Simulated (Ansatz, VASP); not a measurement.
Two plane-wave programs on Ti2CdOs2

```
Ti Cd Os
1.0
     4.18224    0.00000    0.00000
     0.00000    4.18224    0.00000
     0.00000    0.00000    5.37610
Ti Cd Os
2 1 2
Direct
  0.00000 0.50000 0.50000
  0.50000 0.00000 0.50000
  0.00000 0.00000 0.00000
  0.50000 0.50000 0.22689
  0.50000 0.50000 0.77311
```

Change from the starting cell: species swapped into the CeMg2Si2 type (P4/mmm, No. 123).

Alike in both runs: functional PBE; k mesh 4 × 4 × 4; occupations gaussian, width 0.1 eV; no spin polarisation.

Ansatz relaxed the structure, and its values are those at the end. VASP's run is a single point on that final structure, the one shown.

|  | VASP | Ansatz |
| --- | --- | --- |
| version | VASP 6.6.1 | Ansatz 0.2.0 |
| potentials or method | VASP PAW PBE potentials, release 64 (Ti_sv, Cd, Os), cutoff 520 eV | scalar-relativistic, plane waves, PAW |
| valence electrons in the cell | 52 | 76 |

```tsv
	VASP	Ansatz	Ansatz less VASP
gap on the k mesh at the Fermi level (eV)	none	none	-
pressure (GPa)	0.1	0.0	-0.07
rms of the force components (eV/Å)	0.007	0.003	-0.0032
```

A gap of «none» marks a metal or a gap that the smearing closes. The functional is the same, so the differences come from potentials, cutoffs and numerics. VASP's potentials hold 52 valence electrons a cell and Ansatz's 76, so a difference there can come from the potentials and not from the codes.

The k mesh is coarse, so the values compare programs but aren't converged. Neither program's run includes spin-orbit coupling.
